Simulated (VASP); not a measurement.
# C (Fd-3m) in VASP: a series of runs, part 2 of 2

VASP 6.6.1. Earlier steps stand in the parts before.

## Step 3: Single point, LDA

This run uses another cell than the first one, of 5.51 Å³/atom.

The input, INCAR:

```
SYSTEM = C
ALGO = Normal
EDIFF = 1E-6
ENCUT = 600
GGA = CA
GGA_COMPAT = .False.
ISIF = 2
ISMEAR = 0
LASPH = .True.
LCHARG = .True.
LELF = .True.
LREAL = .False.
LVHAR = .True.
LWAVE = .False.
NBANDS = 11
NELM = 120
PREC = Accurate
SIGMA = 0.1
```

The input, KPOINTS:

```
k-points
0
Gamma
  10 10 10
  0 0 0
```

The input, POSCAR:

```
C
1.0
    0.0000000000      1.7657957124      1.7657957124
    1.7657957124      0.0000000000      1.7657957124
    1.7657957124      1.7657957124      0.0000000000
C
2
Direct
    0.0000000000      0.0000000000      0.0000000000
    0.2500000000      0.2500000000      0.2500000000
```

Potentials or basis: VASP PAW LDA potentials, release 64 (C).

Run with:

```console
cat potpaw_LDA.64/C/POTCAR > POTCAR
mpirun -np 1 vasp_std > vasp.out
```

It took 3.8 s on 1 thread of Intel Xeon Platinum 8488C (Sapphire Rapids), shared host; peak memory 0.11 GiB.

Results (log left out):

```
Free energy            : -20.2519 eV
Pressure               : 0.9 GPa
Band gap on the k mesh : 4.20 eV (least direct gap 5.63 eV)
```

Levels at points of the mesh, in eV from the valence-band top:
```tsv
k point	band 2	band 3	band 4	band 5	band 6	band 7
(0.00, 0.00, 0.00)	0.00	0.00	0.00	5.63	5.63	5.63
(0.50, 0.00, 0.00)	-13.69	-2.87	-2.87	8.51	8.51	9.42
(0.50, 0.50, 0.00)	-12.82	-6.47	-6.47	4.77	4.77	17.08
```

A k mesh can miss the band edges.

## Step 4: Single point, LDA

This run uses another cell than the first one, of 5.51 Å³/atom.

The input, INCAR:

```
SYSTEM = C
  ALGO = Normal
  EDIFF = 1E-6
  ENCUT = 600
  GGA_COMPAT = .False.
  ISIF = 2
  ISMEAR = 0
  LASPH = .True.
  LCHARG = .False.
  LREAL = .False.
  LWAVE = .False.
  NBANDS = 11
  NELM = 120
  PREC = Accurate
  SIGMA = 0.02
```

The input, KPOINTS:

```
k-points
0
Gamma
  12 12 12
  0 0 0
```

The input, POSCAR:

```
C
1.0
    0.0000000000      1.7657234628      1.7657234628
    1.7657234628      0.0000000000      1.7657234628
    1.7657234628      1.7657234628      0.0000000000
C
2
Direct
    0.0000000000      0.0000000000      0.0000000000
    0.2500000000      0.2500000000      0.2500000000
```

Potentials or basis: VASP PAW LDA potentials, release 64 (C).

Run with:

```console
cat potpaw_LDA.64/C/POTCAR > POTCAR
mpirun -np 1 vasp_std > vasp.out
```

OUTCAR:

```text
SYSTEM = C
   EDIFF = 1E-6
   ENCUT = 600
   ISIF = 2
   ISMEAR = 0
   LASPH = .True.
   LREAL = .False.
   NELM = 120
   PREC = Accurate

 ion  position               nearest neighbor table
   1  0.000  0.000  0.000-   2 1.53   2 1.53   2 1.53   2 1.53
   2  0.250  0.250  0.250-   1 1.53   1 1.53   1 1.53   1 1.53

  LATTYP: Found a face centered cubic cell.
 ALAT       =     3.5314469256

  Lattice vectors:

 A1 = (   0.0000000000,   1.7657234628,   1.7657234628)
 A2 = (   1.7657234628,   0.0000000000,   1.7657234628)
 A3 = (   1.7657234628,   1.7657234628,   0.0000000000)

Analysis of symmetry for initial positions (statically):
=====================================================================
 Subroutine PRICEL returns:
 Original cell was already a primitive cell.

 Routine SETGRP: Setting up the symmetry group for a
 face centered cubic supercell.

 Subroutine GETGRP returns: Found 48 space group operations
 (whereof 24 operations were pure point group operations)
 out of a pool of 48 trial point group operations.

The static configuration has the point symmetry T_d .
 The point group associated with its full space group is O_h .

[... 171 lines left out ...]
      2      10.1633      2.00000
      3      10.1633      2.00000
      4      10.1633      2.00000
      5      15.7902      0.00000
      6      15.7902      0.00000
      7      15.7902      0.00000
      8      24.4067      0.00000
      9      29.5636      0.00000
     10      37.1311      0.00000
     11      37.1311      0.00000
[... 309 lines left out ...]
 k-point    24 :      -0.4167    0.1667    0.0000
  band No.  band energies     occupation
      1      -5.1603      2.00000
      2      -2.6235      2.00000
      3       4.6071      2.00000
      4       6.4819      2.00000
      5      17.7607      0.00000
      6      20.5027      0.00000
      7      21.8134      0.00000
      8      25.7640      0.00000
      9      29.6689      0.00000
     10      34.5577      0.00000
     11      34.9821      0.00000

 [... further k-points ...]

------------------------ aborting loop because EDIFF is reached ----------------------------------------

  FORCE on cell =-STRESS in cart. coord.  units (eV):
  Direction    XX          YY          ZZ          XY          YZ          ZX
  --------------------------------------------------------------------------------------
  -------------------------------------------------------------------------------------
  Total        0.0651087      0.0651087      0.0651087      0.0000000      0.0000000     -0.0000000
  in kB        9.4743981      9.4743981      9.4743981      0.0000000      0.0000000     -0.0000000
  external PRESSURE =       9.4743981 kB  Pullay stress =       0.0000000 kB

 VOLUME and BASIS-vectors are now :
 -----------------------------------------------------------------------------
  energy-cutoff  :      600.00
  volume of cell :       11.01
      direct lattice vectors                 reciprocal lattice vectors
     0.000000000  1.765723463  1.765723463    -0.283170049  0.283170049  0.283170049
     1.765723463  0.000000000  1.765723463     0.283170049 -0.283170049  0.283170049
     1.765723463  1.765723463  0.000000000     0.283170049  0.283170049 -0.283170049

 POSITION                                       TOTAL-FORCE (eV/Angst)
 -----------------------------------------------------------------------------------
      0.00000      0.00000      0.00000         0.000000      0.000000      0.000000
      0.88286      0.88286      0.88286        -0.000000     -0.000000     -0.000000
 -----------------------------------------------------------------------------------
    total drift:                                0.000000      0.000000      0.000000

  FREE ENERGIE OF THE ION-ELECTRON SYSTEM (eV)
  ---------------------------------------------------
  free  energy   TOTEN  =       -20.2520569420 eV

  energy  without entropy=      -20.2520569420  energy(sigma->0) =      -20.25205694
```

It took 5 s on 1 thread of Intel Xeon Platinum 8488C (Sapphire Rapids), shared host; peak memory 0.11 GiB.

What came out:

- Free energy: -20.2521 eV
- Pressure: 0.9 GPa
- Band gap on the k mesh: 4.20 eV (least direct gap 5.63 eV)

Levels at points of the mesh, in eV from the valence-band top:
```csv
k point,band 2,band 3,band 4,band 5,band 6,band 7
"(0.00, 0.00, 0.00)",0.00,0.00,0.00,5.63,5.63,5.63
"(0.50, 0.00, 0.00)",-13.69,-2.87,-2.87,8.51,8.51,9.42
"(0.50, 0.50, 0.00)",-12.82,-6.47,-6.47,4.77,4.77,17.08
```

A k mesh can miss the band edges.

## Step 5: Single point, LDA

This run uses another cell than the first one, of 5.51 Å³/atom.

The input, INCAR:

```
PREC = Accurate
ENCUT = 600
EDIFF = 1E-6
ISMEAR = 0
SIGMA = 0.02
LREAL = F
LASPH = T
NELM = 120
ALGO = Normal
ISIF = 2
LWAVE = F
LCHARG = F
GGA = CA
NBANDS = 11
GGA_COMPAT = F
```

The input, KPOINTS:

```
Automatic mesh
0
Gamma
  12 12 12
```

POSCAR is that of step 4.

Run with:

```console
cat potpaw_LDA.64/C/POTCAR > POTCAR
mpirun -np 1 vasp_std > vasp.out
```

Wall time 5.3 s (1 thread of Intel Xeon Platinum 8488C (Sapphire Rapids), shared host); peak memory 0.11 GiB.

The run converged. Its results:

| Quantity | Value |
| --- | --- |
| Free energy | -20.2521 eV |
| Pressure | 0.9 GPa |
| Band gap on the k mesh | 4.20 eV (least direct gap 5.63 eV) |

Levels at points of the mesh, in eV from the valence-band top:
| k point | band 2 | band 3 | band 4 | band 5 | band 6 | band 7 |
| --- | --- | --- | --- | --- | --- | --- |
| (0.00, 0.00, 0.00) | 0.00 | 0.00 | 0.00 | 5.63 | 5.63 | 5.63 |
| (0.50, 0.00, 0.00) | -13.69 | -2.87 | -2.87 | 8.51 | 8.51 | 9.42 |
| (0.50, 0.50, 0.00) | -12.82 | -6.47 | -6.47 | 4.77 | 4.77 | 17.08 |

A k mesh can miss the band edges.

## Step 6: The runs side by side

```tsv
cell	k mesh	smearing	gap on the mesh (eV)	pressure (GPa)
a = 2.517 Å, angles 60.0°, 2 atoms	8 × 8 × 8	gaussian 0.1 eV	4.11	-9.9
a = 2.497 Å, angles 60.0°, 2 atoms	10 × 10 × 10	gaussian 0.1 eV	4.20	0.9
a = 2.497 Å, angles 60.0°, 2 atoms	12 × 12 × 12	gaussian 0.02 eV	4.20	0.9
```

Alike in all rows: task single point; level LDA; potentials or basis VASP PAW LDA potentials, release 64 (C); no spin polarisation; cutoff (eV) 600.

Caveats: the cell stands under tension (at least some runs).

Absolute energies hang on the potentials; compare differences alone.
